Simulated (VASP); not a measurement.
# AlCo: relaxation of the atoms with PBE

The system is AlCo.

```xyz
2
Lattice="2.8194 0.0000 0.0000 0.0000 2.8194 0.0000 0.0000 0.0000 2.8194" Properties=species:S:1:pos:R:3 pbc="T T T"
Al    0.0500    0.0500    0.0000
Co    1.4097    1.4097    1.4097
```

- Program: VASP 6.6.1
- Task: relaxation of the atoms
- Functional: PBE
- Potentials or basis: VASP PAW PBE potentials, release 64 (Al, Co)
- Cutoff: 520 eV
- k mesh: 6 × 6 × 6
- Occupations: fermi-dirac, width 0.1 eV
- Spin: collinear spin, ferromagnetic start
- Starting moments: [0.0, 1.8] μB
- Dipole correction: no
- Further INCAR settings: ALGO = Normal; EDIFF = 1e-06; IBRION = 2; EDIFFG = -0.02; NSW = 100

* Energy gained by relaxing: 10.4 meV/atom
* Ionic steps: 3
* Pressure after relaxing: 7.0 GPa
* Band gap on the k mesh: zero (filled and empty bands overlap)
* Net moment: 0.00 μB per cell
* Valence electrons inside the program's atomic spheres: Al 0.84; Co 8.51

The path:
| step | energy change (eV) | largest force (eV/Å) | pressure (GPa) |
| --- | --- | --- | --- |
| 1 | 0.0000 | 0.5891 | 7.39 |
| 2 | -0.0200 | 0.1149 | 6.89 |
| 3 | -0.0207 | 0.0010 | 7.02 |

Final structure:
```cif
data_structure
_symmetry_space_group_name_H-M 'P 1'
_symmetry_Int_Tables_number 1
_cell_length_a 2.8194
_cell_length_b 2.8194
_cell_length_c 2.8194
_cell_angle_alpha 90.000
_cell_angle_beta 90.000
_cell_angle_gamma 90.000
_cell_volume 22.41
loop_
_atom_site_label
_atom_site_type_symbol
_atom_site_fract_x
_atom_site_fract_y
_atom_site_fract_z
_atom_site_occupancy
Al1 Al 0.00888 0.00888 0.00000 1
Co1 Co 0.50885 0.50885 0.50000 1
```

Levels at points of the mesh, in eV from the Fermi level:
Spin up:
| k point | band 4 | band 5 | band 6 | band 7 | band 8 | band 9 |
| --- | --- | --- | --- | --- | --- | --- |
| (0.00, 0.00, 0.00) | -0.86 | -0.86 | -0.86 | 6.13 | 6.13 | 6.13 |
| (0.50, 0.00, 0.00) | -1.78 | -1.78 | -0.75 | 0.21 | 8.44 | 10.79 |
| (0.00, 0.00, 0.50) | -1.78 | -1.78 | -0.75 | 0.21 | 8.44 | 10.79 |
| (0.50, 0.50, 0.00) | -2.75 | -1.57 | -1.57 | -0.23 | 2.53 | 3.66 |
| (0.00, 0.50, 0.50) | -2.75 | -1.57 | -1.57 | -0.23 | 2.53 | 3.66 |
| (0.50, 0.50, 0.50) | -0.19 | -0.19 | 2.39 | 2.39 | 2.39 | 4.42 |
Spin down:
| k point | band 3 | band 4 | band 5 | band 6 | band 7 | band 8 | band 9 | band 10 |
| --- | --- | --- | --- | --- | --- | --- | --- | --- |
| (0.00, 0.00, 0.00) | -3.10 | -0.86 | -0.86 | -0.86 | 6.13 | 6.13 | 6.13 | 8.87 |
| (0.50, 0.00, 0.00) | -2.47 | -1.78 | -1.78 | -0.75 | 0.21 | 8.44 | 10.79 | 10.79 |
| (0.00, 0.00, 0.50) | -2.47 | -1.78 | -1.78 | -0.75 | 0.21 | 8.44 | 10.79 | 10.79 |
| (0.50, 0.50, 0.00) | -2.75 | -2.75 | -1.57 | -1.57 | -0.23 | 2.53 | 3.66 | 13.13 |
| (0.00, 0.50, 0.50) | -2.75 | -2.75 | -1.57 | -1.57 | -0.23 | 2.53 | 3.66 | 13.13 |
| (0.50, 0.50, 0.50) | -4.08 | -0.19 | -0.19 | 2.39 | 2.39 | 2.39 | 4.42 | 5.51 |

Run time: 44 s on 1 thread of Intel(R) Xeon(R) Platinum 8488C (Sapphire Rapids), on a shared host, peak memory 0.16 GiB.

Caveat: the k points lie up to 0.37 Å⁻¹ apart; the starting moments collapsed, and a magnetic state may lie lower.
